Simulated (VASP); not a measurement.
Runs of VASP 6.6.1 on SnTe. The structure is that of space group F-43m (No. 216), or close to it. The cells are those of the table. 

| level | cell | gap on the mesh (eV) | pressure (GPa) |
| --- | --- | --- | --- |
| PBE | a = 5.204 Å, angles 60.0°, 2 atoms | (b) | -1.3 |
| PBE | a = 5.104 Å, angles 60.0°, 2 atoms | (c) | 0.0 |
| r2SCAN | a = 5.017 Å, angles 60.0°, 2 atoms | (a) | 0.9 |
| r2SCAN | a = 5.119 Å, angles 60.0°, 2 atoms | 0.37 | -0.7 |
| PBE | a = 5.155 Å, angles 60.0°, 2 atoms | 0.34 | -0.7 |
| r2SCAN | a = 5.168 Å, angles 60.0°, 2 atoms | 0.44 | -1.4 |
| r2SCAN | a = 4.965 Å, angles 60.0°, 2 atoms | 0.12 | 1.9 |
| r2SCAN | a = 5.069 Å, angles 60.0°, 2 atoms | 0.29 | 0.0 |
| PBE | a = 5.000 Å, angles 60.0°, 2 atoms | 0.12 | 1.7 |
| PBE | a = 5.053 Å, angles 60.0°, 2 atoms | 0.20 | 0.8 |
| PBE | a = 5.069 Å, angles 60.0°, 2 atoms | 0.22 | 0.5 |

Alike in all rows: task single point; potentials or basis VASP PAW PBE potentials, release 64 (Sn_d, Te); no spin polarisation; k mesh 6 × 6 × 6; cutoff (eV) 520; smearing fermi-dirac 0.02 eV.

Estimate the missing entries.

(a) 0.21; (b) 0.40; (c) 0.27.

Caveats: spin-orbit coupling is left out, which moves the levels of the heavy elements; the PAW data sets were made with another functional, which shifts forces and pressure a little (at least some runs).

A k mesh can miss the band edges, and the runs leave out spin-orbit coupling on Sn, Te.
